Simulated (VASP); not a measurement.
# C21O in VASP: notebook

C21O is run at these levels: PBE+D3(BJ); tasks: single point.

All numbers are computed with VASP 6.6.1; they aren't measurements. Logs are shortened: lines on timing, memory, paths and dates and some standing lists are left out, and cuts for length are marked.

**1. The cell of the first run**

The cell holds a slab with vacuum, 22 atoms: a = 5.030 Å, b = 3.557 Å, c = 23.825 Å, α = 90.00°, β = 90.00°, γ = 90.00°.

**2. Single point, PBE+D3(BJ)**

File INCAR:

```
PREC = Accurate
ENCUT = 520
EDIFF = 1E-6
ISMEAR = 0
SIGMA = 0.05
LREAL = Auto
LASPH = T
NELM = 60
ALGO = Normal
ISIF = 2
LWAVE = F
LCHARG = F
LDIPOL = T
IDIPOL = 3
DIPOL = 0.5 0.5 0.295
GGA = PE
IVDW = 12
NBANDS = 62
```

File KPOINTS:

```
Automatic mesh
0
Gamma
  5 8 1
```

File POSCAR:

```
C21O
1.0
    5.0304222913      0.0000000000      0.0000000000
    0.0000000000      3.5570457144      0.0000000000
    0.0000000000      0.0000000000     23.8251416051
C O
21 1
Direct
    0.2500000000      0.0000000000      0.1678898731
    0.7500000000      0.0000000000      0.1678898731
    0.0000000000      0.2500000000      0.1678898731
    0.5000000000      0.2500000000      0.1678898731
    0.0000000000      0.5000000000      0.2206746831
    0.5000000000      0.5000000000      0.2206746831
    0.2500000000      0.7500000000      0.2206746831
    0.7500000000      0.7500000000      0.2206746831
    0.2500000000      0.0023818432      0.2733210081
    0.7500000000      0.0023818432      0.2733210081
    0.0000000000      0.2476181568      0.2733210081
    0.5000000000      0.2476181568      0.2733210081
    0.0000000000      0.5094747646      0.3275705903
    0.5000000000      0.5094747646      0.3275705903
    0.2500000000      0.7405252354      0.3275705903
    0.7500000000      0.7405252354      0.3275705903
    0.2500000000      0.0286707501      0.3725115994
    0.7500000000      0.0286707501      0.3725115994
    0.0000000000      0.2213292499      0.3725115994
    0.5000000000      0.2213292499      0.3725115994
    0.2500000000      0.0286707501      0.5425000959
    0.2500000000      0.0286707501      0.4942317574
```

Potentials or basis: VASP PAW PBE potentials, release 64 (C, O).

Run with:

```
$ cat potpaw_PBE.64/C/POTCAR potpaw_PBE.64/O/POTCAR > POTCAR
$ mpirun -np 1 vasp_std > vasp.out
```

OUTCAR:

```text
PREC = Accurate
   ENCUT = 520
   EDIFF = 1E-6
   ISMEAR = 0
   LREAL = Auto
   LASPH = T
   NELM = 60
   ISIF = 2
   GGA = PE
   IVDW = 12
 IVDW          = 12

 ion  position               nearest neighbor table
   1  0.250  0.000  0.168-   3 1.54   4 1.54   7 1.54
   2  0.750  0.000  0.168-   3 1.54   4 1.54   8 1.54
   3  0.000  0.250  0.168-   1 1.54   2 1.54   5 1.54
   4  0.500  0.250  0.168-   1 1.54   2 1.54   6 1.54
   5  0.000  0.500  0.221-   7 1.54   8 1.54   3 1.54  11 1.54
   6  0.500  0.500  0.221-   7 1.54   8 1.54   4 1.54  12 1.54
   7  0.250  0.750  0.221-   5 1.54   6 1.54   1 1.54   9 1.54
   8  0.750  0.750  0.221-   5 1.54   6 1.54   2 1.54  10 1.54
   9  0.250  0.002  0.273-  11 1.53  12 1.53   7 1.54  15 1.59
  10  0.750  0.002  0.273-  11 1.53  12 1.53   8 1.54  16 1.59
  11  0.000  0.248  0.273-   9 1.53  10 1.53   5 1.54  13 1.59
  12  0.500  0.248  0.273-   9 1.53  10 1.53   6 1.54  14 1.59
  13  0.000  0.509  0.328-  19 1.48  16 1.50  15 1.50  11 1.59
  14  0.500  0.509  0.328-  20 1.48  16 1.50  15 1.50  12 1.59
  15  0.250  0.741  0.328-  17 1.48  14 1.50  13 1.50   9 1.59
  16  0.750  0.741  0.328-  18 1.48  14 1.50  13 1.50  10 1.59
  17  0.250  0.029  0.373-  19 1.43  20 1.43  15 1.48
  18  0.750  0.029  0.373-  19 1.43  20 1.43  16 1.48
  19  0.000  0.221  0.373-  17 1.43  18 1.43  13 1.48
  20  0.500  0.221  0.373-  17 1.43  18 1.43  14 1.48
  21  0.250  0.029  0.543-  22 1.15
  22  0.250  0.029  0.494-  21 1.15

  LATTYP: Found a simple orthorhombic cell.
 ALAT       =     3.5570457144
 B/A-ratio  =     1.4142135624
 C/A-ratio  =     6.6980138908

  Lattice vectors:

 A1 = (   0.0000000000,  -3.5570457144,   0.0000000000)
 A2 = (   5.0304222913,   0.0000000000,   0.0000000000)
 A3 = (   0.0000000000,   0.0000000000,  23.8251416051)

Analysis of symmetry for initial positions (statically):
=====================================================================
 Subroutine PRICEL returns:
 Original cell was already a primitive cell.

 Routine SETGRP: Setting up the symmetry group for a
 simple orthorhombic supercell.

 Subroutine GETGRP returns: Found  2 space group operations
 (whereof  1 operations were pure point group operations)
 out of a pool of  8 trial point group operations.

The static configuration has the point symmetry C_1 .
 The point group associated with its full space group is C_1h.

Analysis of symmetry for dynamics (positions and initial velocities):
=====================================================================
 Subroutine PRICEL returns:
 Original cell was already a primitive cell.

 Routine SETGRP: Setting up the symmetry group for a
 simple orthorhombic supercell.

 Subroutine GETGRP returns: Found  2 space group operations
 (whereof  1 operations were pure point group operations)
 out of a pool of  8 trial point group operations.

The dynamic configuration has the point symmetry C_1 .
 The point group associated with its full space group is C_1h.

 Subroutine INISYM returns: Found  2 space group operations
 (whereof  1 operations are pure point group operations),
 and found     1 'primitive' translations

----------------------------------------------------------------------------------------

                                     Primitive cell

  volume of cell :     426.3138

  direct lattice vectors                    reciprocal lattice vectors
     5.030422291  0.000000000  0.000000000     0.198790468  0.000000000  0.000000000
     0.000000000  3.557045714  0.000000000     0.000000000  0.281132175  0.000000000
     0.000000000  0.000000000 23.825141605     0.000000000  0.000000000  0.041972468

  length of vectors
     5.030422291  3.557045714 23.825141605     0.198790468  0.281132175  0.041972468

  position of ions in fractional coordinates (direct lattice)
     0.250000000  0.000000000  0.167889873
     0.750000000  0.000000000  0.167889873
     0.000000000  0.250000000  0.167889873
     0.500000000  0.250000000  0.167889873
     0.000000000  0.500000000  0.220674683
     0.500000000  0.500000000  0.220674683
[... 14 lines left out ...]
     0.250000000  0.028670750  0.542500096
     0.250000000  0.028670750  0.494231757

  ion indices of the primitive-cell ions
   primitive index   ion index
                 1           1
                 2           2
                 3           3
                 4           4
[... 36 lines left out ...]

  Shift w.r.t. Gamma in fractional coordinates (k-lattice)
     0.000000000  0.000000000  0.000000000

 Subroutine IBZKPT returns following result:
 ===========================================

 Found     15 irreducible k-points:

 Following reciprocal coordinates:
            Coordinates               Weight
  0.000000  0.000000  0.000000      1.000000
  0.200000  0.000000  0.000000      2.000000
  0.400000  0.000000  0.000000      2.000000
  0.000000  0.125000  0.000000      2.000000
  0.200000  0.125000  0.000000      4.000000
  0.400000  0.125000  0.000000      4.000000
  0.000000  0.250000  0.000000      2.000000
  0.200000  0.250000  0.000000      4.000000
  0.400000  0.250000  0.000000      4.000000
  0.000000  0.375000  0.000000      2.000000
  0.200000  0.375000  0.000000      4.000000
  0.400000  0.375000  0.000000      4.000000
  0.000000  0.500000  0.000000      1.000000
  0.200000  0.500000  0.000000      2.000000
  0.400000  0.500000  0.000000      2.000000
   k-points           NKPTS =     15   k-points in BZ     NKDIM =     15   number of bands    NBANDS=     62
   number of dos      NEDOS =    301   number of ions     NIONS =     22
   total plane-waves  NPLWV = 201600
   dimension x,y,z NGX =    40 NGY =   28 NGZ =  180
   dimension x,y,z NGXF=    80 NGYF=   56 NGZF=  360
   ions per type =              21   1
   NGX,Y,Z   is equivalent  to a cutoff of  13.22, 13.09, 12.56 a.u.
   NGXF,Y,Z  is equivalent  to a cutoff of  26.44, 26.17, 25.12 a.u.
 SYSTEM =  unknown system
   PREC   = accura    normal or accurate (medium, high low for compatibility)
   ISTART =      0    job   : 0-new  1-cont  2-samecut
   ICHARG =      2    charge: 1-file 2-atom 10-const
   ISPIN  =      1    spin polarized calculation?
   LNONCOLLINEAR =      F non collinear calculations
   LSORBIT =      F    spin-orbit coupling
   LASPH  =      T    aspherical Exc in radial PAW
   ENCUT  =  520.0 eV  38.22 Ry    6.18 a.u.   9.35  6.61 44.30*2*pi/ulx,y,z
   NELM   =     60;   NELMIN=  2; NELMDL= -5     # of ELM steps
   EDIFF  = 0.1E-05   stopping-criterion for ELM
   LREAL  =      T    real-space projection
   EDIFFG = 0.1E-04   stopping-criterion for IOM
   NSW    =      0    number of steps for IOM
   IBRION =     -1    ionic relax: 0-MD 1-quasi-New 2-CG
   NFREE  =      0    steps in history (QN), initial steepest desc. (CG)
   ISIF   =      2    stress and relaxation
   ISYM   =      2    0-nonsym 1-usesym 2-fastsym
   POTIM  = 0.5000    time-step for ionic-motion
   TEBEG  =    0.0;   TEEND  =   0.0 temperature during run
   PSTRESS=    0.0 pullay stress
   NELECT =      90.0000    total number of electrons
   NUPDOWN=      -1.0000    fix difference up-down
   EMIN   =  10.00;   EMAX   =-10.00  energy-range for DOS
   EFERMI =   0.00;   METHOD = LEGACY
   ISMEAR =     0;   SIGMA  =   0.05  broadening in eV -4-tet -1-fermi 0-gaus
   EFERMI_NEDOS =   21; number of points for ismear=-14 and -15
   IALGO  =     38    algorithm
   IMIX   =      4    mixing-type and parameters
     AMIX     =   0.40;   BMIX     =  1.00
     AMIX_MAG =   1.60;   BMIX_MAG =  1.00
  volume/ion in A,a.u.               =      19.38       130.77
  Fermi-wavevector in a.u.,A,eV,Ry     =   0.974793  1.842092 12.928555  0.950222
  Thomas-Fermi vector in A             =   2.105281
   LORBIT       =      0    0 simple, 1 ext, 2 COOP (PROOUT), +10 PAW based schemes
   GGA     = PE    functional components
   LHFCALC =     F    Hartree Fock is set to
   AEXX    =    0.0000 exact exchange contribution
   IVDW    =    12    specifies the selected vdW correction
   LEPSILON=     F    determine dielectric tensor
   LRPA    =     F    only Hartree local field effects (RPA)
 non-spin polarized calculation
 Gauss-broadening in eV      SIGMA  =   0.05
  energy-cutoff  :      520.00
  volume of cell :      426.31
 maximum number of plane-waves:     11543
 NGX is ok and might be reduce to    40
   NGX = 19   NGY = 13   NGZ = 89

 dipolmoment           0.000000      0.000000      0.112722 electrons x Angstroem

 number of electron      90.0000002 magnetization

 dipolmoment           0.000000      0.000000     -0.045843 electrons x Angstroem

 Free energy of the ion-electron system (eV)
  ---------------------------------------------------
  ext. energy  EPLUGINS =         0.00000000
  ---------------------------------------------------
  free energy    TOTEN  =      -183.25529573 eV

  energy without entropy =     -183.25031472  energy(sigma->0) =     -183.25280523

 E-fermi :  -1.1543     XC(G=0):  -5.0642

 val. band max:       -1.1690298633   @ k =   0.4000   0.5000   0.0000
 cond. band min:      -1.1102161576   @ k =   0.4000   0.5000   0.0000
 fundamental gap:      0.0588137057
 Fermi energy:        -1.1543359632

 k-point     1 :       0.0000    0.0000    0.0000
  band No.  band energies     occupation
      1     -25.2251      2.00000
      2     -22.6722      2.00000
      3     -20.7990      2.00000
      4     -18.2264      2.00000
      5     -18.2246      2.00000
      6     -17.7619      2.00000
[... 889 lines left out ...]
     56       6.7820      0.00000
     57       7.0444      0.00000
 [bands above 57 left out]

------------------------ aborting loop because EDIFF is reached ----------------------------------------

 vacuum level on the upper side and lower side of the slab       (xc-potential included)        -0.234         0.220

 Edisp (eV)   -3.12907

 E8    (eV) :    -0.9364

  FORCE on cell =-STRESS in cart. coord.  units (eV):
  Direction    XX          YY          ZZ          XY          YZ          ZX
  --------------------------------------------------------------------------------------
  -------------------------------------------------------------------------------------
  Total      -8.23562    11.21562    -4.65215     0.00000    -0.06374     0.00000
  in kB     -30.95118    42.15066   -17.48378     0.00000    -0.23954     0.00000
  external pressure =       -2.09 kB  Pullay stress =        0.00 kB

 VOLUME and BASIS-vectors are now :
 -----------------------------------------------------------------------------
  energy-cutoff  :      520.00
  volume of cell :      426.31
      direct lattice vectors                 reciprocal lattice vectors
     5.030422291  0.000000000  0.000000000     0.198790468  0.000000000  0.000000000
     0.000000000  3.557045714  0.000000000     0.000000000  0.281132175  0.000000000
     0.000000000  0.000000000 23.825141605     0.000000000  0.000000000  0.041972468

 POSITION                                       TOTAL-FORCE (eV/Angst)
 -----------------------------------------------------------------------------------
      1.25761      0.00000      4.00000         0.000000      4.253153      0.933957
      3.77282      0.00000      4.00000         0.000000      4.263470      0.942468
      0.00000      0.88926      4.00000        -0.003610     -4.259806      0.938739
      2.51521      0.88926      4.00000         0.003610     -4.259806      0.938739
      0.00000      1.77852      5.25761        -0.001153      1.059851     -0.969356
      2.51521      1.77852      5.25761         0.001153      1.059851     -0.969356
[... 14 lines left out ...]
      1.25761      0.10198     12.92514         0.000000      0.001912     -0.692979
      1.25761      0.10198     11.77514         0.000000     -0.031912      0.929259
 -----------------------------------------------------------------------------------
    total drift:                                0.000000     -0.001555      0.035463

  FREE ENERGIE OF THE ION-ELECTRON SYSTEM (eV)
  ---------------------------------------------------
  free  energy   TOTEN  =      -186.3843690083 eV

  energy  without entropy=     -186.3793880029  energy(sigma->0) =     -186.38187851

 vacuum level on the upper side and lower side of the slab         4.403         4.802
```

It took 17 min on 1 thread of Oxide Virtual Turin-like, shared host; peak memory 0.58 GiB.

What came out:

* Free energy: -186.3844 eV
* Largest force: 4.366 eV/Å
* Band gap on the k mesh: zero (bands 45 and 46 overlap by 0.02 eV)
* Dispersion energy per atom: -0.142 eV

Forces in eV/Å, atoms in the order of the input:
```
C    0.000  4.253  0.934
C    0.000  4.263  0.942
C   -0.004 -4.260  0.939
C    0.004 -4.260  0.939
C   -0.001  1.060 -0.969
C    0.001  1.060 -0.969
C    0.000 -1.064 -0.958
C    0.000 -1.059 -0.978
C    0.000  0.000 -0.008
C    0.000 -0.010  0.026
C    0.001  0.015  0.003
C   -0.001  0.015  0.003
C    0.015 -0.012 -0.026
C   -0.015 -0.012 -0.026
C    0.000  0.010  0.008
C    0.000 -0.019 -0.025
C    0.000  0.018 -0.206
C    0.000 -0.004  0.073
C   -0.013  0.016  0.031
C    0.013  0.016  0.031
C    0.000  0.002 -0.693
O    0.000 -0.032  0.929
```

**3. Single point, PBE+D3(BJ)**

File INCAR:

```
SYSTEM = C21O
  PREC = Accurate
  ENCUT = 520
  EDIFF = 1E-6
  ISMEAR = 0
  SIGMA = 0.05
  LREAL = Auto
  LASPH = .TRUE.
  NELM = 60
  ALGO = Normal
  ISIF = 2
  LWAVE = .FALSE.
  LCHARG = .FALSE.
  LDIPOL = .TRUE.
  IDIPOL = 3
  DIPOL = 0.5 0.5 0.295
  GGA = PE
  IVDW = 12
  NBANDS = 62
```

File KPOINTS:

```
Automatic mesh
0
G
  5 8 1
  0 0 0
```

Edit POSCAR of step 2 so:

```diff
@@ -28,3 +28,3 @@
     0.5000000000      0.2213292499      0.3725115994
-    0.2500000000      0.0286707501      0.5425000959
-    0.2500000000      0.0286707501      0.4942317574
+    0.2500000000      0.5286707501      0.5425000959
+    0.2500000000      0.5286707501      0.4942317574
```

Potentials or basis: VASP PAW PBE potentials, release 64 (C, O).

Run with:

```
$ cat potpaw_PBE.64/C/POTCAR potpaw_PBE.64/O/POTCAR > POTCAR
$ mpirun -np 1 vasp_std > vasp.out
```

It took 19 min on 1 thread of Oxide Virtual Turin-like, shared host; peak memory 0.57 GiB.

The run converged. Its results:

```yaml
Free_energy: -186.4439 eV
Largest_force: 4.364 eV/Å
Band_gap_on_the_k_mesh: zero (bands 45 and 46 overlap by 0.03 eV)
Dispersion_energy_per_atom: -0.142 eV
```

Forces on the atoms (eV/Å):
```
C    0.000  4.262  0.936
C    0.000  4.258  0.942
C   -0.001 -4.260  0.938
C    0.001 -4.260  0.938
C   -0.002  1.064 -0.969
C    0.002  1.064 -0.969
C    0.000 -1.066 -0.961
C    0.000 -1.060 -0.975
C    0.000 -0.008 -0.003
C    0.000 -0.009  0.021
C    0.000  0.008  0.010
C    0.000  0.008  0.010
C    0.006  0.007 -0.010
C   -0.006  0.007 -0.010
C    0.000  0.007  0.003
C    0.000 -0.010 -0.031
C    0.000  0.006  0.000
C    0.000 -0.008  0.072
C   -0.003 -0.016  0.013
C    0.003 -0.016  0.013
C    0.000 -0.002 -0.709
O    0.000  0.024  0.740
```

Levels at points of the mesh, in eV from the Fermi level:
```
           k point  band 43  band 44  band 45  band 46  band 47  band 48
(0.00, 0.00, 0.00)    -0.71    -0.71    -0.04    -0.04     0.14     1.51
(0.00, 0.50, 0.00)    -0.37    -0.16    -0.16     0.14     0.64     0.64
```

**4. Single point, PBE+D3(BJ)**

File INCAR:

```
SYSTEM = C21O
  PREC = Accurate
  ENCUT = 520
  EDIFF = 1E-7
  ISMEAR = 0
  SIGMA = 0.05
  LREAL = Auto
  LASPH = .True.
  NELM = 60
  ALGO = Normal
  ISIF = 2
  LWAVE = .False.
  LCHARG = .False.
  LDIPOL = .True.
  IDIPOL = 3
  DIPOL = 0.5 0.5 0.295
  GGA = PE
  IVDW = 12
  NBANDS = 62
```

File KPOINTS:

```
Automatic mesh
0
Gamma
  5 8 1
  0 0 0
```

Edit POSCAR of step 3 so:

```diff
@@ -28,3 +28,3 @@
     0.5000000000      0.2213292499      0.3725115994
-    0.2500000000      0.5286707501      0.5425000959
-    0.2500000000      0.5286707501      0.4942317574
+    0.5000000000      0.0286707501      0.5425000959
+    0.5000000000      0.0286707501      0.4942317574
```

Run with:

```
$ cat potpaw_PBE.64/C/POTCAR potpaw_PBE.64/O/POTCAR > POTCAR
$ mpirun -np 1 vasp_std > vasp.out
```

Wall time 24 min (1 thread of Oxide Virtual Turin-like, shared host); peak memory 0.57 GiB.

Results (log left out):

| Property | Result |
| --- | --- |
| Free energy | -186.3903 eV |
| Largest force | 4.363 eV/Å |
| Band gap on the k mesh | zero (bands 45 and 46 overlap by 0.02 eV) |
| Dispersion energy per atom | -0.142 eV |

Forces on the atoms (eV/Å):
```
C   -0.003  4.259  0.938
C    0.003  4.259  0.938
C    0.000 -4.261  0.940
C    0.000 -4.256  0.938
C    0.000  1.058 -0.976
C    0.000  1.063 -0.959
C   -0.001 -1.061 -0.969
C    0.001 -1.061 -0.969
C    0.001 -0.010  0.005
C   -0.001 -0.010  0.005
C    0.000  0.009  0.023
C    0.000  0.009 -0.011
C    0.000  0.018 -0.028
C    0.000 -0.028 -0.008
C    0.010  0.001 -0.016
C   -0.010  0.001 -0.016
C   -0.020  0.008 -0.015
C    0.020  0.008 -0.015
C    0.000  0.000  0.077
C    0.000  0.037 -0.096
C    0.000  0.007 -0.689
O    0.000 -0.052  0.905
```

Levels at points of the mesh, in eV from the Fermi level:
| k point | band 42 | band 43 | band 44 | band 45 | band 46 | band 47 | band 48 | band 49 |
| --- | --- | --- | --- | --- | --- | --- | --- | --- |
| (0.00, 0.00, 0.00) | -0.80 | -0.72 | -0.70 | -0.05 | -0.04 | 0.14 | 1.51 | 2.97 |
| (0.00, 0.50, 0.00) | -0.55 | -0.35 | -0.16 | -0.16 | 0.14 | 0.64 | 0.64 | 0.99 |

**5. Single point, PBE+D3(BJ)**

File INCAR:

```
PREC = Accurate
ENCUT = 520
EDIFF = 1E-7
ISMEAR = 0
SIGMA = 0.05
LREAL = Auto
LASPH = True
NELM = 60
ALGO = Normal
ISIF = 2
LWAVE = False
LCHARG = False
LDIPOL = True
IDIPOL = 3
DIPOL = 0.5 0.5 0.295
GGA = PE
IVDW = 12
NBANDS = 62
```

File KPOINTS:

```
Automatic mesh
0
Gamma
  5 8 1
```

Edit POSCAR of step 4 so:

```diff
@@ -28,3 +28,3 @@
     0.5000000000      0.2213292499      0.3725115994
-    0.5000000000      0.0286707501      0.5425000959
-    0.5000000000      0.0286707501      0.4942317574
+    0.5000000000      0.5286707501      0.5425000959
+    0.5000000000      0.5286707501      0.4942317574
```

Run with:

```
$ cat potpaw_PBE.64/C/POTCAR potpaw_PBE.64/O/POTCAR > POTCAR
$ mpirun -np 1 vasp_std > vasp.out
```

Wall time 22 min (1 thread of Oxide Virtual Turin-like, shared host); peak memory 0.57 GiB.

The run converged. Its results:

```yaml
Free_energy: -186.4391 eV
Largest_force: 4.363 eV/Å
Band_gap_on_the_k_mesh: zero (bands 45 and 46 overlap by 0.03 eV)
Dispersion_energy_per_atom: -0.142 eV
```

Forces in eV/Å, atoms in the order of the input:
```
C   -0.001  4.261  0.939
C    0.001  4.261  0.939
C    0.000 -4.260  0.944
C    0.000 -4.260  0.933
C    0.000  1.061 -0.977
C    0.000  1.068 -0.960
C   -0.002 -1.062 -0.969
C    0.002 -1.062 -0.969
C    0.000 -0.012  0.008
C    0.000 -0.012  0.008
C    0.000  0.010  0.023
C    0.000  0.000  0.000
C    0.000  0.011 -0.028
C    0.000  0.007  0.018
C    0.011  0.002 -0.019
C   -0.011  0.002 -0.019
C    0.003 -0.003  0.056
C   -0.003 -0.003  0.056
C    0.000  0.011  0.066
C    0.000 -0.053 -0.098
C    0.000 -0.007 -0.709
O    0.000  0.043  0.756
```

Levels at points of the mesh, in eV from the Fermi level:
| k point | band 42 | band 43 | band 44 | band 45 | band 46 | band 47 | band 48 | band 49 |
| --- | --- | --- | --- | --- | --- | --- | --- | --- |
| (0.00, 0.00, 0.00) | -0.80 | -0.71 | -0.71 | -0.04 | -0.04 | 0.14 | 1.51 | 2.97 |
| (0.00, 0.50, 0.00) | -0.55 | -0.37 | -0.16 | -0.16 | 0.14 | 0.64 | 0.64 | 1.05 |

**6. The runs side by side**

```csv
cell,gap on the mesh (eV),largest force (eV/Å)
"as given, atomic positions A",none,4.37
"as given, atomic positions B",none,4.36
"as given, atomic positions C",none,4.36
"as given, atomic positions D",none,4.36
```

Alike in all rows: task single point; level PBE+D3(BJ); potentials or basis VASP PAW PBE potentials, release 64 (C, O); no spin polarisation; k mesh 5 × 8 × 1; cutoff (eV) 520; smearing gaussian 0.05 eV.

Total energies depend on the potentials used, so only differences within one code and one set of settings carry meaning.

The gap in the log of VASP goes by the Fermi energy; the results here count the filled bands.